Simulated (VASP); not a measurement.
# Cs2AgBiBr6 (Fm-3m) in VASP: notebook

The runs below take Cs2AgBiBr6 through single point, with PBE, r2SCAN.

Program: VASP 6.6.1. These are calculated values, not measurements. Logs are shortened: lines on timing, memory, paths and dates and some standing lists are left out, and cuts for length are marked.

## 1. The cell of the first run

The structure is cubic, space group Fm-3m (No. 225). Conventional cell: a = 11.700 Å, b = 11.700 Å, c = 11.700 Å, α = 90.00°, β = 90.00°, γ = 90.00°. Within 5.4 Å of Cs (site symmetry -43m) lie 12 Br at 4.14 Å and 4 Ag at 5.07 Å and 4 Bi at 5.07 Å. Ag (site symmetry m-3m) has 6 Br at 2.91 Å within 3.8 Å. Within 3.9 Å of Bi (site symmetry m-3m) lie 6 Br at 2.94 Å. Br (site symmetry 4mm) has 1 Ag at 2.91 Å and 1 Bi at 2.94 Å within 3.8 Å.

## 2. Single point, PBE (40.04 Å³/atom)

File INCAR:

```
ALGO = Normal ; EDIFF = 1E-7
ENCUT = 520 ; GGA = PE
ISIF = 2 ; ISMEAR = 0
LASPH = True ; LCHARG = False
LREAL = False ; LWAVE = False
NBANDS = 54 ; NELM = 60
PREC = Accurate ; SIGMA = 0.01
```

File KPOINTS:

```
k-points
0
Gamma
  4 4 4
```

File POSCAR:

```
Cs2AgBiBr6
1.0
    0.0000000000      5.8498953414      5.8498953414
    5.8498953414      0.0000000000      5.8498953414
    5.8498953414      5.8498953414      0.0000000000
Cs Ag Bi Br
2 1 1 6
Direct
    0.2500000000      0.2500000000      0.2500000000
    0.7500000000      0.7500000000      0.7500000000
    0.0000000000      0.0000000000      0.0000000000
    0.5000000000      0.5000000000      0.5000000000
    0.2486135607      0.7513864393      0.7513864393
    0.2486135607      0.7513864393      0.2486135607
    0.7513864393      0.2486135607      0.7513864393
    0.7513864393      0.2486135607      0.2486135607
    0.7513864393      0.7513864393      0.2486135607
    0.2486135607      0.2486135607      0.7513864393
```

Potentials or basis: VASP PAW PBE potentials, release 64 (Cs_sv, Ag, Bi_d, Br).

On the command line:

```sh
$ cat potpaw_PBE.64/Cs_sv/POTCAR potpaw_PBE.64/Ag/POTCAR potpaw_PBE.64/Bi_d/POTCAR potpaw_PBE.64/Br/POTCAR > POTCAR
$ mpirun -np 1 vasp_std > vasp.out
```

OUTCAR:

```text
EDIFF = 1E-7
   ENCUT = 520
   GGA = PE
   ISIF = 2
   ISMEAR = 0
   LASPH = True
   LREAL = False
   NELM = 60
   PREC = Accurate

 ion  position               nearest neighbor table
   1  0.250  0.250  0.250-
   2  0.750  0.750  0.750-
   3  0.000  0.000  0.000-   5 2.91   6 2.91   7 2.91   8 2.91   9 2.91  10 2.91
   4  0.500  0.500  0.500-   5 2.94   6 2.94   7 2.94   8 2.94   9 2.94  10 2.94
   5  0.249  0.751  0.751-   3 2.91   4 2.94
   6  0.249  0.751  0.249-   3 2.91   4 2.94
   7  0.751  0.249  0.751-   3 2.91   4 2.94
   8  0.751  0.249  0.249-   3 2.91   4 2.94
   9  0.751  0.751  0.249-   3 2.91   4 2.94
  10  0.249  0.249  0.751-   3 2.91   4 2.94

  LATTYP: Found a face centered cubic cell.
 ALAT       =    11.6997906828

  Lattice vectors:

 A1 = (   0.0000000000,   5.8498953414,   5.8498953414)
 A2 = (   5.8498953414,   0.0000000000,   5.8498953414)
 A3 = (   5.8498953414,   5.8498953414,   0.0000000000)

Analysis of symmetry for initial positions (statically):
=====================================================================
 Subroutine PRICEL returns:
 Original cell was already a primitive cell.

 Routine SETGRP: Setting up the symmetry group for a
 face centered cubic supercell.

 Subroutine GETGRP returns: Found 48 space group operations
 (whereof 48 operations were pure point group operations)
 out of a pool of 48 trial point group operations.

The static configuration has the point symmetry O_h .

Analysis of symmetry for dynamics (positions and initial velocities):
=====================================================================
 Subroutine PRICEL returns:
 Original cell was already a primitive cell.

 Routine SETGRP: Setting up the symmetry group for a
 face centered cubic supercell.

 Subroutine GETGRP returns: Found 48 space group operations
 (whereof 48 operations were pure point group operations)
 out of a pool of 48 trial point group operations.

The dynamic configuration has the point symmetry O_h .

 Subroutine INISYM returns: Found 48 space group operations
 (whereof 48 operations are pure point group operations),
 and found     1 'primitive' translations

----------------------------------------------------------------------------------------

                                     Primitive cell

  volume of cell :     400.3818

  direct lattice vectors                    reciprocal lattice vectors
     0.000000000  5.849895341  5.849895341    -0.085471615  0.085471615  0.085471615
     5.849895341  0.000000000  5.849895341     0.085471615 -0.085471615  0.085471615
     5.849895341  5.849895341  0.000000000     0.085471615  0.085471615 -0.085471615

  length of vectors
     8.273001330  8.273001330  8.273001330     0.148041179  0.148041179  0.148041179

  position of ions in fractional coordinates (direct lattice)
     0.250000000  0.250000000  0.250000000
     0.750000000  0.750000000  0.750000000
     0.000000000  0.000000000  0.000000000
     0.500000000  0.500000000  0.500000000
     0.248613561  0.751386439  0.751386439
     0.248613561  0.751386439  0.248613561
     0.751386439  0.248613561  0.751386439
     0.751386439  0.248613561  0.248613561
     0.751386439  0.751386439  0.248613561
     0.248613561  0.248613561  0.751386439

  ion indices of the primitive-cell ions
   primitive index   ion index
                 1           1
                 2           2
                 3           3
                 4           4
                 5           5
                 6           6
                 7           7
                 8           8
                 9           9
                10          10

----------------------------------------------------------------------------------------

 KPOINTS: k-points

Automatic generation of k-mesh.
 Grid dimensions read from file:
 generate k-points for:    4    4    4

 Generating k-lattice:

  Cartesian coordinates                     Fractional coordinates (reciprocal lattice)
    -0.021367904  0.021367904  0.021367904     0.250000000  0.000000000  0.000000000
     0.021367904 -0.021367904  0.021367904     0.000000000  0.250000000  0.000000000
     0.021367904  0.021367904 -0.021367904     0.000000000  0.000000000  0.250000000

  Length of vectors
     0.037010295  0.037010295  0.037010295

  Shift w.r.t. Gamma in fractional coordinates (k-lattice)
     0.000000000  0.000000000  0.000000000

 Subroutine IBZKPT returns following result:
 ===========================================

 Found      8 irreducible k-points:

 Following reciprocal coordinates:
            Coordinates               Weight
  0.000000  0.000000  0.000000      1.000000
  0.250000  0.000000  0.000000      8.000000
  0.500000  0.000000  0.000000      4.000000
  0.250000  0.250000  0.000000      6.000000
  0.500000  0.250000  0.000000     24.000000
 -0.250000  0.250000  0.000000     12.000000
  0.500000  0.500000  0.000000      3.000000
 -0.250000  0.500000  0.250000      6.000000
   k-points           NKPTS =      8   k-points in BZ     NKDIM =      8   number of bands    NBANDS=     54
   number of dos      NEDOS =    301   number of ions     NIONS =     10
   total plane-waves  NPLWV = 262144
   dimension x,y,z NGX =    64 NGY =   64 NGZ =   64
   dimension x,y,z NGXF=   128 NGYF=  128 NGZF=  128
   ions per type =               2   1   1   6
   NGX,Y,Z   is equivalent  to a cutoff of  12.86, 12.86, 12.86 a.u.
   NGXF,Y,Z  is equivalent  to a cutoff of  25.72, 25.72, 25.72 a.u.
 SYSTEM =  unknown system
   PREC   = accura    normal or accurate (medium, high low for compatibility)
   ISTART =      0    job   : 0-new  1-cont  2-samecut
   ICHARG =      2    charge: 1-file 2-atom 10-const
   ISPIN  =      1    spin polarized calculation?
   LNONCOLLINEAR =      F non collinear calculations
   LSORBIT =      F    spin-orbit coupling
   LASPH  =      T    aspherical Exc in radial PAW
   ENCUT  =  520.0 eV  38.22 Ry    6.18 a.u.  15.38 15.38 15.38*2*pi/ulx,y,z
   NELM   =     60;   NELMIN=  2; NELMDL= -5     # of ELM steps
   EDIFF  = 0.1E-06   stopping-criterion for ELM
   LREAL  =      F    real-space projection
   EDIFFG = 0.1E-05   stopping-criterion for IOM
   NSW    =      0    number of steps for IOM
   IBRION =     -1    ionic relax: 0-MD 1-quasi-New 2-CG
   NFREE  =      0    steps in history (QN), initial steepest desc. (CG)
   ISIF   =      2    stress and relaxation
   ISYM   =      2    0-nonsym 1-usesym 2-fastsym
   POTIM  = 0.5000    time-step for ionic-motion
   TEBEG  =    0.0;   TEEND  =   0.0 temperature during run
   PSTRESS=    0.0 pullay stress
   NELECT =      86.0000    total number of electrons
   NUPDOWN=      -1.0000    fix difference up-down
   EMIN   =  10.00;   EMAX   =-10.00  energy-range for DOS
   EFERMI =   0.00;   METHOD = LEGACY
   ISMEAR =     0;   SIGMA  =   0.01  broadening in eV -4-tet -1-fermi 0-gaus
   EFERMI_NEDOS =   21; number of points for ismear=-14 and -15
   IALGO  =     38    algorithm
   IMIX   =      4    mixing-type and parameters
     AMIX     =   0.40;   BMIX     =  1.00
     AMIX_MAG =   1.60;   BMIX_MAG =  1.00
  volume/ion in A,a.u.               =      40.04       270.19
  Fermi-wavevector in a.u.,A,eV,Ry     =   0.980429  1.852742 13.078482  0.961241
  Thomas-Fermi vector in A             =   2.111359
   LORBIT       =      0    0 simple, 1 ext, 2 COOP (PROOUT), +10 PAW based schemes
   GGA     = PE    functional components
   LHFCALC =     F    Hartree Fock is set to
   AEXX    =    0.0000 exact exchange contribution
   IVDW    =     0    specifies the selected vdW correction
   LEPSILON=     F    determine dielectric tensor
   LRPA    =     F    only Hartree local field effects (RPA)
 non-spin polarized calculation
 Gauss-broadening in eV      SIGMA  =   0.01
  energy-cutoff  :      520.00
  volume of cell :      400.38
 maximum number of plane-waves:     10850
 NGX is ok and might be reduce to    64
   NGX = 31   NGY = 31   NGZ = 31

 number of electron      85.9999991 magnetization

 Free energy of the ion-electron system (eV)
  ---------------------------------------------------
  ext. energy  EPLUGINS =         0.00000000
  ---------------------------------------------------
  free energy    TOTEN  =       -29.53151992 eV

  energy without entropy =      -29.53151992  energy(sigma->0) =      -29.53151992

 E-fermi :   0.3668     XC(G=0):  -7.6379

 val. band max:        0.2351244557   @ k =   0.5000   0.5000   0.0000
 cond. band min:       1.6124090120   @ k =   0.5000   0.0000   0.0000
 fundamental gap:      1.3772845563
 Fermi energy:         0.3668471726

 k-point     1 :       0.0000    0.0000    0.0000
  band No.  band energies     occupation
      1     -22.7135      2.00000
      2     -22.7135      2.00000
      3     -22.7014      2.00000
      4     -22.7014      2.00000
      5     -22.7014      2.00000
      6     -20.2790      2.00000
[... 46 lines left out ...]
     53       6.1018      0.00000
     54       6.1048      0.00000

 k-point     2 :       0.2500    0.0000    0.0000
  band No.  band energies     occupation
      1     -22.7135      2.00000
      2     -22.7135      2.00000
      3     -22.7014      2.00000
      4     -22.7014      2.00000
      5     -22.7014      2.00000
      6     -20.2785      2.00000
[... 46 lines left out ...]
     53       6.2653      0.00000
     54       6.3077      0.00000
[... 283 lines left out ...]
     53       6.7954      0.00000
     54       6.8996      0.00000

 k-point     8 :      -0.2500    0.5000    0.2500
  band No.  band energies     occupation
      1     -22.7135      2.00000
      2     -22.7135      2.00000
      3     -22.7014      2.00000
      4     -22.7014      2.00000
      5     -22.7014      2.00000
      6     -20.2774      2.00000
[... 46 lines left out ...]
     53       6.5627      0.00000
     54       6.9099      0.00000

------------------------ aborting loop because EDIFF is reached ----------------------------------------

  FORCE on cell =-STRESS in cart. coord.  units (eV):
  Direction    XX          YY          ZZ          XY          YZ          ZX
  --------------------------------------------------------------------------------------
  -------------------------------------------------------------------------------------
  Total       -2.9388144     -2.9388144     -2.9388144     -0.0000000     -0.0000000      0.0000000
  in kB      -11.7600308    -11.7600308    -11.7600308     -0.0000000     -0.0000000      0.0000000
  external PRESSURE =     -11.7600308 kB  Pullay stress =       0.0000000 kB

 VOLUME and BASIS-vectors are now :
 -----------------------------------------------------------------------------
  energy-cutoff  :      520.00
  volume of cell :      400.38
      direct lattice vectors                 reciprocal lattice vectors
     0.000000000  5.849895341  5.849895341    -0.085471615  0.085471615  0.085471615
     5.849895341  0.000000000  5.849895341     0.085471615 -0.085471615  0.085471615
     5.849895341  5.849895341  0.000000000     0.085471615  0.085471615 -0.085471615

 POSITION                                       TOTAL-FORCE (eV/Angst)
 -----------------------------------------------------------------------------------
      2.92495      2.92495      2.92495         0.000000      0.000000     -0.000000
      8.77484      8.77484      8.77484         0.000000      0.000000      0.000000
      0.00000      0.00000      0.00000         0.000000      0.000000      0.000000
      5.84990      5.84990      5.84990         0.000000      0.000000     -0.000000
      8.79106      5.84990      5.84990        -0.155513      0.000000      0.000000
      5.84990      2.90873      5.84990         0.000000      0.155513      0.000000
      5.84990      8.79106      5.84990         0.000000     -0.155513      0.000000
      2.90873      5.84990      5.84990         0.155513      0.000000      0.000000
      5.84990      5.84990      8.79106         0.000000      0.000000     -0.155513
      5.84990      5.84990      2.90873         0.000000      0.000000      0.155513
 -----------------------------------------------------------------------------------
    total drift:                               -0.000000      0.000000      0.000000

  FREE ENERGIE OF THE ION-ELECTRON SYSTEM (eV)
  ---------------------------------------------------
  free  energy   TOTEN  =       -29.5315199179 eV

  energy  without entropy=      -29.5315199179  energy(sigma->0) =      -29.53151992
```

It took 9.3 min on 1 thread of Intel Xeon 8259CL, shared host; peak memory 0.68 GiB.

What came out:

| Item | Value |
| --- | --- |
| Free energy | -29.5315 eV |
| Pressure | -1.2 GPa |
| Largest force | 0.156 eV/Å |
| Band gap on the k mesh | 1.38 eV (least direct gap 2.25 eV) |

Forces on the atoms (eV/Å):
```
Cs   0.000  0.000  0.000
Cs   0.000  0.000  0.000
Ag   0.000  0.000  0.000
Bi   0.000  0.000  0.000
Br  -0.156  0.000  0.000
Br   0.000  0.156  0.000
Br   0.000 -0.156  0.000
Br   0.156  0.000  0.000
Br   0.000  0.000 -0.156
Br   0.000  0.000  0.156
```

Caveat: spin-orbit coupling is left out, which moves the levels of the heavy elements. A k mesh can miss the band edges.

## 3. Single point, r2SCAN (34.32 Å³/atom)

This run uses another cell than the first one, of 34.32 Å³/atom.

File POSCAR:

```
Cs2AgBiBr6
1.0
    0.0000000000      5.5568946412      5.5568946412
    5.5568946412      0.0000000000      5.5568946412
    5.5568946412      5.5568946412      0.0000000000
Cs Ag Bi Br
2 1 1 6
Direct
    0.2500000000      0.2500000000      0.2500000000
    0.7500000000      0.7500000000      0.7500000000
    0.0000000000      0.0000000000      0.0000000000
    0.5000000000      0.5000000000      0.5000000000
    0.2481704931      0.7518295069      0.7518295069
    0.2481704931      0.7518295069      0.2481704931
    0.7518295069      0.2481704931      0.7518295069
    0.7518295069      0.2481704931      0.2481704931
    0.7518295069      0.7518295069      0.2481704931
    0.2481704931      0.2481704931      0.7518295069
```

File INCAR.step1:

```
SYSTEM = Cs2AgBiBr6
  PREC = Accurate
  ENCUT = 520
  ISMEAR = 0
  SIGMA = 0.01
  LREAL = .FALSE.
  LASPH = .TRUE.
  NELM = 100
  NBANDS = 54
  GGA = PE
  ALGO = Normal
  EDIFF = 1E-4
  LWAVE = .TRUE.
  LCHARG = .FALSE.
```

File INCAR.step2:

```
SYSTEM = Cs2AgBiBr6
  PREC = Accurate
  ENCUT = 520
  EDIFF = 1E-6
  ISMEAR = 0
  SIGMA = 0.01
  LREAL = .FALSE.
  LASPH = .TRUE.
  NELM = 100
  ALGO = Normal
  ISIF = 2
  LWAVE = .FALSE.
  LCHARG = .FALSE.
  METAGGA = R2SCAN
  LMIXTAU = .TRUE.
  NBANDS = 54
  ISTART = 1
```

File KPOINTS:

```
Automatic mesh
0
G
  4 4 4
  0 0 0
```

Potentials or basis: VASP PAW PBE potentials, release 64 (Cs_sv, Ag, Bi_d, Br).

On the command line:

```sh
$ cat potpaw_PBE.64/Cs_sv/POTCAR potpaw_PBE.64/Ag/POTCAR potpaw_PBE.64/Bi_d/POTCAR potpaw_PBE.64/Br/POTCAR > POTCAR
$ cp INCAR.step1 INCAR
$ mpirun -np 1 vasp_std > vasp.out
$ cp INCAR.step2 INCAR
$ mpirun -np 1 vasp_std > vasp.out
```

It took 26 min on 1 thread of Intel Xeon 8259CL, shared host; peak memory 0.66 GiB.

Results (log left out):

| Item | Value |
| --- | --- |
| Free energy | -222.3969 eV |
| Pressure | 2.0 GPa |
| Largest force | 0.210 eV/Å |
| Band gap on the k mesh | 1.58 eV (least direct gap 2.82 eV) |

Forces on the atoms (eV/Å):
```
Cs   0.000  0.000  0.000
Cs   0.000  0.000  0.000
Ag   0.000  0.000  0.000
Bi   0.000  0.000  0.000
Br   0.210  0.000  0.000
Br   0.000 -0.210  0.000
Br   0.000  0.210  0.000
Br  -0.210  0.000  0.000
Br   0.000  0.000  0.210
Br   0.000  0.000 -0.210
```

Levels at points of the mesh, in eV from the valence-band top:
```csv
k point,band 40,band 41,band 42,band 43,band 44,band 45,band 46,band 47
"(0.00, 0.00, 0.00)",-1.52,-1.52,-0.77,-0.77,2.57,2.57,2.57,4.09
"(0.50, 0.00, 0.00)",-1.84,-1.55,-1.46,-1.46,1.58,4.02,4.02,5.40
"(0.50, 0.50, 0.00)",-1.82,-1.54,-0.78,0.00,3.10,3.10,3.47,5.02
```

Caveat: the PAW data sets were made with another functional, which shifts forces and pressure a little; spin-orbit coupling is left out, which moves the levels of the heavy elements. A k mesh can miss the band edges.

(Part 1 of 2 ends here.)
